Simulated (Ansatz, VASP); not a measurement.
**InP: VASP beside Ansatz**

```
In P
1.0
     0.00000    2.95379    2.95379
     2.95379    0.00000    2.95379
     2.95379    2.95379    0.00000
In P
1 1
Direct
  0.00000 0.00000 0.00000
  0.25000 0.25000 0.25000
```

Alike in both runs: task single point; functional PBE; k mesh 6 × 6 × 6; occupations methfessel-paxton of order 1, width 0.001 eV; no spin polarisation.

```csv
,VASP,Ansatz
version,VASP 6.6.1,Ansatz 0.2.0
potentials or method,"VASP PAW PBE potentials, release 64 (In_d, P)",plane waves
plane-wave cutoff (eV),500,420
valence electrons in the cell,18,18
```

|  | VASP | Ansatz | Ansatz less VASP |
| --- | --- | --- | --- |
| gap on the k mesh at the Fermi level (eV) | 0.58 | 0.58 | +0.003 |
| pressure (GPa) | 1.6 | 1.6 | +0.05 |
